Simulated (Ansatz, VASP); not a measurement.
Al3HgF4: VASP beside Ansatz

The input INCAR:

```
SYSTEM = Al3HgF4
PREC = Accurate
ENCUT = 600
EDIFF = 1E-6
ISMEAR = 0
SIGMA = 0.1
LREAL = .FALSE.
LASPH = .TRUE.
NELM = 100
ALGO = Normal
ISIF = 3
LWAVE = .FALSE.
LCHARG = .FALSE.
GGA = PE
IBRION = 2
NSW = 100
EDIFFG = -0.01
```

File KPOINTS:

```
regular mesh
0
G
  8 8 8
  0 0 0
```

POSCAR

```
Al3HgF4
1.0
   -3.1515877850      3.1515877850      3.1515877850
    3.1515877850     -3.1515877850      3.1515877850
    3.1515877850      3.1515877850     -3.1515877850
Al Hg F
3 1 4
Direct
    0.0000000000      0.5000000000      0.5000000000
    0.5000000000      0.0000000000      0.5000000000
    0.5000000000      0.5000000000      0.0000000000
    0.0000000000      0.0000000000      0.0000000000
    0.5000000000      0.5000000000      0.5000000000
    0.0000000000      0.0000000000      0.5000000000
    0.0000000000      0.5000000000      0.0000000000
    0.5000000000      0.0000000000      0.0000000000
```

Input for Ansatz:

```yaml
crystal:
  lattice:
    - [-3.151587785, 3.151587785, 3.151587785]
    - [3.151587785, -3.151587785, 3.151587785]
    - [3.151587785, 3.151587785, -3.151587785]
  atoms:
    - { symbol: Al, position: [0.0, 0.5, 0.5] }
    - { symbol: Al, position: [0.5, 0.0, 0.5] }
    - { symbol: Al, position: [0.5, 0.5, 0.0] }
    - { symbol: Hg, position: [0.0, 0.0, 0.0] }
    - { symbol: F, position: [0.5, 0.5, 0.5] }
    - { symbol: F, position: [0.0, 0.0, 0.5] }
    - { symbol: F, position: [0.0, 0.5, 0.0] }
    - { symbol: F, position: [0.5, 0.0, 0.0] }
basis:
  ecutwfc: 420
kpoints:
  mp_grid: { grid: [8, 8, 8] }
hamiltonian:
  xc: pbe
scf:
  occupations: { method: gaussian, width: 0.1 }
output:
  forces: true
  stress: true
  eigenvalues: true
  write_density: true
  write_potential: true
  elf: true
  volumetric_format: npy
relax:
  adjacent_minimum: "off"
  f_tol: 0.01
  max_steps: 80
  cell: { stress_tol: 0.05 }
```

Alike in both runs: task relaxation of cell and atoms; functional PBE; k mesh 8 × 8 × 8; occupations gaussian, width 0.1 eV; no spin polarisation.

```csv
,VASP,Ansatz
version,VASP 6.6.1,Ansatz 0.2.0
potentials or method,"VASP PAW PBE potentials, release 64 (Al, Hg, F), cutoff 600 eV","scalar-relativistic, plane waves, PAW"
valence electrons in the cell,49,57
```

VASP gave:

| Quantity | Value |
| --- | --- |
| gap on the k mesh at the Fermi level, each at its own relaxed structure (eV) | none |
| relaxed volume (Å³/atom) | 15.62 |
| relaxed length of the cell vector where the two differ most in proportion (Å) | 5.455 |

Which values does Ansatz return?

gap on the k mesh at the Fermi level, each at its own relaxed structure (eV): none; relaxed volume (Å³/atom): 15.65; relaxed length of the cell vector where the two differ most in proportion (Å): 5.459.

A gap of «none» marks a metal or a gap that the smearing closes. VASP's potentials hold 49 valence electrons a cell and Ansatz's 57, so a difference there can come from the potentials and not from the codes.

Spin-orbit coupling is off throughout.
